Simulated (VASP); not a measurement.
# BAs (F-43m) in VASP: single point with r2SCAN

Aim: the single point of BAs with r2SCAN.

All numbers are computed with VASP 6.6.1; they aren't measurements. Logs are shortened: lines on timing, memory, paths and dates and some standing lists are left out, and cuts for length are marked.

## (1) The cell of the first run

The structure is cubic, space group F-43m (No. 216). The conventional cell has a = 4.777 Å, b = 4.777 Å, c = 4.777 Å, α = 90.00°, β = 90.00°, γ = 90.00°. B (site symmetry -43m) has 4 As at 2.07 Å within 2.7 Å. Within 2.7 Å of As (site symmetry -43m) lie 4 B at 2.07 Å.

## (2) Single point, r2SCAN

The input, POSCAR:

```
BAs
1.0
    0.0000000000      2.3885000000      2.3885000000
    2.3885000000      0.0000000000      2.3885000000
    2.3885000000      2.3885000000      0.0000000000
B As
1 1
Direct
    0.0000000000      0.0000000000      0.0000000000
    0.2500000000      0.2500000000      0.2500000000
```

The input, INCAR.step1:

```
SYSTEM = BAs
ALGO = Normal ; EDIFF = 1E-4
ENCUT = 520 ; GGA = PE
ISMEAR = 1 ; LASPH = .TRUE.
LCHARG = .FALSE. ; LREAL = .FALSE.
LWAVE = .TRUE. ; NBANDS = 11
NELM = 100 ; PREC = Accurate
SIGMA = 0.02
```

The input, INCAR.step2:

```
SYSTEM = BAs
ALGO = Normal ; EDIFF = 1E-6
ENCUT = 520 ; ISIF = 2
ISMEAR = 1 ; ISTART = 1
LASPH = .TRUE. ; LCHARG = .FALSE.
LMIXTAU = .TRUE. ; LREAL = .FALSE.
LWAVE = .FALSE. ; METAGGA = R2SCAN
NBANDS = 11 ; NELM = 100
PREC = Accurate ; SIGMA = 0.02
```

The input, KPOINTS:

```
k-points
0
G
  8 8 8
  0 0 0
```

Potentials or basis: VASP PAW PBE potentials, release 64 (B, As).

Command:

```
cat potpaw_PBE.64/B/POTCAR potpaw_PBE.64/As/POTCAR > POTCAR
cp INCAR.step1 INCAR
mpirun -np 1 vasp_std > vasp.out
cp INCAR.step2 INCAR
mpirun -np 1 vasp_std > vasp.out
```

OUTCAR:

```text
SYSTEM = BAs
   EDIFF = 1E-6
   ENCUT = 520
   ISIF = 2
   ISMEAR = 1
   ISTART = 1
   LASPH = .TRUE.
   LREAL = .FALSE.
   METAGGA = R2SCAN
   NELM = 100
   PREC = Accurate

 ion  position               nearest neighbor table
   1  0.000  0.000  0.000-   2 2.07   2 2.07   2 2.07   2 2.07
   2  0.250  0.250  0.250-   1 2.07   1 2.07   1 2.07   1 2.07

  LATTYP: Found a face centered cubic cell.
 ALAT       =     4.7770000000

  Lattice vectors:

 A1 = (   0.0000000000,   2.3885000000,   2.3885000000)
 A2 = (   2.3885000000,   0.0000000000,   2.3885000000)
 A3 = (   2.3885000000,   2.3885000000,   0.0000000000)

Analysis of symmetry for initial positions (statically):
=====================================================================
 Subroutine PRICEL returns:
 Original cell was already a primitive cell.

 Routine SETGRP: Setting up the symmetry group for a
 face centered cubic supercell.

 Subroutine GETGRP returns: Found 24 space group operations
 (whereof 24 operations were pure point group operations)
 out of a pool of 48 trial point group operations.

The static configuration has the point symmetry T_d .

Analysis of symmetry for dynamics (positions and initial velocities):
=====================================================================
 Subroutine PRICEL returns:
 Original cell was already a primitive cell.

 Routine SETGRP: Setting up the symmetry group for a
 face centered cubic supercell.

 Subroutine GETGRP returns: Found 24 space group operations
 (whereof 24 operations were pure point group operations)
 out of a pool of 48 trial point group operations.

The dynamic configuration has the point symmetry T_d .

 Subroutine INISYM returns: Found 24 space group operations
 (whereof 24 operations are pure point group operations),
 and found     1 'primitive' translations

----------------------------------------------------------------------------------------

                                     Primitive cell

  volume of cell :      27.2525

  direct lattice vectors                    reciprocal lattice vectors
     0.000000000  2.388500000  2.388500000    -0.209336404  0.209336404  0.209336404
     2.388500000  0.000000000  2.388500000     0.209336404 -0.209336404  0.209336404
     2.388500000  2.388500000  0.000000000     0.209336404  0.209336404 -0.209336404

  length of vectors
     3.377849094  3.377849094  3.377849094     0.362581287  0.362581287  0.362581287

  position of ions in fractional coordinates (direct lattice)
     0.000000000  0.000000000  0.000000000
     0.250000000  0.250000000  0.250000000

  ion indices of the primitive-cell ions
   primitive index   ion index
                 1           1
                 2           2

----------------------------------------------------------------------------------------

 KPOINTS: k-points

Automatic generation of k-mesh.
 Grid dimensions read from file:
 generate k-points for:    8    8    8

 Generating k-lattice:

  Cartesian coordinates                     Fractional coordinates (reciprocal lattice)
    -0.026167050  0.026167050  0.026167050     0.125000000  0.000000000  0.000000000
     0.026167050 -0.026167050  0.026167050     0.000000000  0.125000000  0.000000000
     0.026167050  0.026167050 -0.026167050     0.000000000  0.000000000  0.125000000

  Length of vectors
     0.045322661  0.045322661  0.045322661

  Shift w.r.t. Gamma in fractional coordinates (k-lattice)
     0.000000000  0.000000000  0.000000000

 Subroutine IBZKPT returns following result:
 ===========================================

 Found     29 irreducible k-points:

 Following reciprocal coordinates:
            Coordinates               Weight
  0.000000  0.000000  0.000000      1.000000
  0.125000  0.000000  0.000000      8.000000
  0.250000  0.000000  0.000000      8.000000
  0.375000  0.000000  0.000000      8.000000
  0.500000  0.000000  0.000000      4.000000
  0.125000  0.125000  0.000000      6.000000
[... 16 lines left out ...]
  0.500000  0.250000  0.125000     48.000000
 -0.375000  0.250000  0.125000     24.000000
 [... further k-points ...]
   k-points           NKPTS =     29   k-points in BZ     NKDIM =     29   number of bands    NBANDS=     11
   number of dos      NEDOS =    301   number of ions     NIONS =      2
   total plane-waves  NPLWV =  21952
   dimension x,y,z NGX =    28 NGY =   28 NGZ =   28
   dimension x,y,z NGXF=    56 NGYF=   56 NGZF=   56
   ions per type =               1   1
   NGX,Y,Z   is equivalent  to a cutoff of  13.78, 13.78, 13.78 a.u.
   NGXF,Y,Z  is equivalent  to a cutoff of  27.56, 27.56, 27.56 a.u.
 SYSTEM =  BAs
   PREC   = accura    normal or accurate (medium, high low for compatibility)
   ISTART =      1    job   : 0-new  1-cont  2-samecut
   ICHARG =      0    charge: 1-file 2-atom 10-const
   ISPIN  =      1    spin polarized calculation?
   LNONCOLLINEAR =      F non collinear calculations
   LSORBIT =      F    spin-orbit coupling
   LASPH  =      T    aspherical Exc in radial PAW
   ENCUT  =  520.0 eV  38.22 Ry    6.18 a.u.   6.28  6.28  6.28*2*pi/ulx,y,z
   NELM   =    100;   NELMIN=  2; NELMDL=  0     # of ELM steps
   EDIFF  = 0.1E-05   stopping-criterion for ELM
   LREAL  =      F    real-space projection
   EDIFFG = 0.1E-04   stopping-criterion for IOM
   NSW    =      0    number of steps for IOM
   IBRION =     -1    ionic relax: 0-MD 1-quasi-New 2-CG
   NFREE  =      0    steps in history (QN), initial steepest desc. (CG)
   ISIF   =      2    stress and relaxation
   ISYM   =      2    0-nonsym 1-usesym 2-fastsym
   POTIM  = 0.5000    time-step for ionic-motion
   TEBEG  =    0.0;   TEEND  =   0.0 temperature during run
   PSTRESS=    0.0 pullay stress
   NELECT =       8.0000    total number of electrons
   NUPDOWN=      -1.0000    fix difference up-down
   EMIN   =  10.00;   EMAX   =-10.00  energy-range for DOS
   EFERMI =   0.00;   METHOD = LEGACY
   ISMEAR =     1;   SIGMA  =   0.02  broadening in eV -4-tet -1-fermi 0-gaus
   EFERMI_NEDOS =   21; number of points for ismear=-14 and -15
   IALGO  =     38    algorithm
   IMIX   =      4    mixing-type and parameters
     AMIX     =   0.40;   BMIX     =  1.00
     AMIX_MAG =   1.60;   BMIX_MAG =  1.00
  volume/ion in A,a.u.               =      13.63        91.95
  Fermi-wavevector in a.u.,A,eV,Ry     =   1.088018  2.056057 16.106360  1.183784
  Thomas-Fermi vector in A             =   2.224191
   LORBIT       =      0    0 simple, 1 ext, 2 COOP (PROOUT), +10 PAW based schemes
   METAGGA = R2SCAN    functional components
   LHFCALC =     F    Hartree Fock is set to
   AEXX    =    0.0000 exact exchange contribution
   IVDW    =     0    specifies the selected vdW correction
   LEPSILON=     F    determine dielectric tensor
   LRPA    =     F    only Hartree local field effects (RPA)
 non-spin polarized calculation
 Methfessel and Paxton  Order N= 1 SIGMA  =   0.02
  energy-cutoff  :      520.00
  volume of cell :       27.25
 maximum number of plane-waves:       754
 NGX is ok and might be reduce to    28
   NGX = 13   NGY = 13   NGZ = 13

 number of electron       8.0000000 magnetization

 Free energy of the ion-electron system (eV)
  ---------------------------------------------------
  ext. energy  EPLUGINS =         0.00000000
  ---------------------------------------------------
  free energy    TOTEN  =       -22.25354587 eV

  energy without entropy =      -22.25355266  energy(sigma->0) =      -22.25354813

 E-fermi :   6.0414     XC(G=0): -11.1329

 val. band max:        6.0245197132   @ k =   0.0000   0.0000   0.0000
 cond. band min:       7.4057429525   @ k =   0.3750   0.3750   0.0000
 fundamental gap:      1.3812232393
 Fermi energy:         6.0413572212

 k-point     1 :       0.0000    0.0000    0.0000
  band No.  band energies     occupation
      1     -10.1339      2.00000
      2       6.0245      2.00000
      3       6.0245      2.00000
      4       6.0245      2.00000
      5       9.4697      0.00000
      6       9.4697      0.00000
      7       9.4697      0.00000
      8      11.1770      0.00000
      9      16.4027      0.00000
     10      19.4646      0.00000
     11      19.4646      0.00000

 k-point     2 :       0.1250    0.0000    0.0000
  band No.  band energies     occupation
      1      -9.8650      2.00000
      2       3.9558      2.00000
      3       5.5571      2.00000
      4       5.5571      2.00000
      5       9.6915      0.00000
      6      10.0856      0.00000
      7      10.0856      0.00000
      8      12.4741      0.00000
      9      17.3659      0.00000
     10      18.1764      0.00000
     11      18.1764      0.00000

 k-point     3 :       0.2500    0.0000    0.0000
  band No.  band energies     occupation
      1      -9.0815      2.00000
      2       0.8312      2.00000
      3       4.8009      2.00000
      4       4.8009      2.00000
      5       9.3841      0.00000
      6      10.9387      0.00000
      7      10.9387      0.00000
      8      14.5663      0.00000
      9      17.7996      0.00000
     10      17.7996      0.00000
     11      18.1003      0.00000

 k-point     4 :       0.3750    0.0000    0.0000
  band No.  band energies     occupation
      1      -7.9164      2.00000
      2      -1.8808      2.00000
      3       4.2698      2.00000
      4       4.2698      2.00000
      5       9.1002      0.00000
      6      11.1316      0.00000
      7      11.1316      0.00000
      8      15.5698      0.00000
      9      18.6668      0.00000
     10      19.3623      0.00000
     11      19.3623      0.00000

 k-point     5 :       0.5000    0.0000    0.0000
  band No.  band energies     occupation
      1      -7.1101      2.00000
      2      -3.2181      2.00000
      3       4.0858      2.00000
      4       4.0858      2.00000
      5       8.9992      0.00000
      6      11.0804      0.00000
      7      11.0804      0.00000
      8      15.6018      0.00000
      9      19.6670      0.00000
     10      21.4285      0.00000
     11      21.4285      0.00000
[... 211 lines left out ...]
 k-point    21 :       0.5000    0.5000    0.0000
  band No.  band energies     occupation
      1      -5.6738      2.00000
      2      -3.0395      2.00000
      3       1.7135      2.00000
      4       1.7135      2.00000
      5       7.6358      0.00000
      6       7.7187      0.00000
      7      18.1845      0.00000
      8      18.1845      0.00000
      9      19.9066      0.00000
     10      24.3074      0.00000
     11      24.6837      0.00000

 k-point    22 :       0.3750    0.2500    0.1250
  band No.  band energies     occupation
      1      -8.3945      2.00000
      2       0.5403      2.00000
      3       2.1189      2.00000
      4       3.8843      2.00000
      5       9.5217      0.00000
      6      11.6217      0.00000
      7      12.3762      0.00000
      8      13.6557      0.00000
      9      17.4368      0.00000
     10      20.1108      0.00000
     11      21.1242      0.00000

 k-point    23 :       0.5000    0.2500    0.1250
  band No.  band energies     occupation
      1      -7.2660      2.00000
      2      -1.5308      2.00000
      3       1.3610      2.00000
      4       3.1353      2.00000
      5      10.2066      0.00000
      6      11.4191      0.00000
      7      13.0277      0.00000
      8      14.5867      0.00000
      9      18.2000      0.00000
     10      20.0714      0.00000
     11      22.4828      0.00000

 k-point    24 :      -0.3750    0.2500    0.1250
  band No.  band energies     occupation
      1      -6.4961      2.00000
      2      -2.7228      2.00000
      3       1.2308      2.00000
      4       2.7835      2.00000
      5      10.3500      0.00000
      6      11.0897      0.00000
      7      14.0120      0.00000
      8      15.6562      0.00000
      9      16.9640      0.00000
     10      21.0237      0.00000
     11      22.1727      0.00000

 [... further k-points ...]
[... 5 lines left out ...]
  --------------------------------------------------------------------------------------
  -------------------------------------------------------------------------------------
  Total        0.1473608      0.1473608      0.1473608      0.0000000      0.0000000     -0.0000000
  in kB        8.6633688      8.6633688      8.6633688      0.0000000      0.0000000     -0.0000000
  external PRESSURE =       8.6633688 kB  Pullay stress =       0.0000000 kB

 VOLUME and BASIS-vectors are now :
 -----------------------------------------------------------------------------
  energy-cutoff  :      520.00
  volume of cell :       27.25
      direct lattice vectors                 reciprocal lattice vectors
     0.000000000  2.388500000  2.388500000    -0.209336404  0.209336404  0.209336404
     2.388500000  0.000000000  2.388500000     0.209336404 -0.209336404  0.209336404
     2.388500000  2.388500000  0.000000000     0.209336404  0.209336404 -0.209336404

 POSITION                                       TOTAL-FORCE (eV/Angst)
 -----------------------------------------------------------------------------------
      0.00000      0.00000      0.00000         0.000000     -0.000000      0.000000
      1.19425      1.19425      1.19425        -0.000000      0.000000     -0.000000
 -----------------------------------------------------------------------------------
    total drift:                               -0.000000     -0.000000     -0.000000

  FREE ENERGIE OF THE ION-ELECTRON SYSTEM (eV)
  ---------------------------------------------------
  free  energy   TOTEN  =       -22.2535458692 eV

  energy  without entropy=      -22.2535526636  energy(sigma->0) =      -22.25354813
```

Run time: 39 s. Hardware: 1 thread of Intel Xeon 6455B, shared host; peak memory 0.17 GiB.

Results:

```
Free energy            : -22.2535 eV
Pressure               : 0.9 GPa
Band gap on the k mesh : 1.38 eV, indirect (least direct gap 3.45 eV)
```

Caveat: the PAW data sets were made with another functional, which shifts forces and pressure a little. r2SCAN opens gaps a little over a GGA but as a rule still falls short of measured ones.
